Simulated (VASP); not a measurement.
Write the native input for VASP 6.6.1 that does the following.

* Task: single point
* Functional: PBE
* Potentials or basis: VASP PAW PBE potentials, release 64 (Rh_pv)
* Cutoff: 520 eV
* k mesh: 34 × 34 × 34
* Occupations: fermi-dirac, width 0.0612256 eV
* Spin: no spin polarisation
* Dipole correction: no
* Further INCAR settings: ALGO = Normal; EDIFF = 1e-06; NBANDS = 22

The structure of Rh lies in POSCAR:

```
Rh
1.0
    0.0000000000      2.7386501867      2.7386501867
    2.7386501867      0.0000000000      2.7386501867
    2.7386501867      2.7386501867      0.0000000000
Rh
2
Direct
    0.0000000000      0.0000000000      0.0000000000
    0.2500000000      0.2500000000      0.2500000000
```

These files were run (other wordings do the same):

INCAR

```
SYSTEM = Rh
PREC     = Accurate       ! precision mode
ENCUT    = 520            ! plane-wave cutoff, eV
EDIFF    = 1E-6           ! SCF threshold, eV
ISMEAR   = -1             ! smearing method
SIGMA    = 0.06122561905347299 ! smearing width, eV
LREAL    = .FALSE.        ! projectors in reciprocal space
LASPH    = .TRUE.         ! aspherical terms in the spheres
NELM     = 60             ! most SCF steps
ALGO     = Normal         ! electronic algorithm
ISIF     = 2              ! what is computed and relaxed
LWAVE    = .FALSE.        ! write WAVECAR
LCHARG   = .FALSE.        ! write CHGCAR
GGA      = PE             ! functional
NBANDS   = 22             ! bands
```

KPOINTS

```
Automatic mesh
0
G
  34 34 34
  0 0 0
```

Potentials or basis: VASP PAW PBE potentials, release 64 (Rh_pv).

The run is started by

```sh
$ cat potpaw_PBE.64/Rh_pv/POTCAR > POTCAR
$ mpirun -np 1 vasp_std > vasp.out
```

It gave:

```
Pressure               : 2.8 GPa
Band gap on the k mesh : zero (band 15 reaches 7.26 eV, above the bottom of band 16 at 5.98 eV)
```

Run time: 12 min on 1 thread of Intel Xeon 6975P-C, on a shared host, peak memory 0.77 GiB.
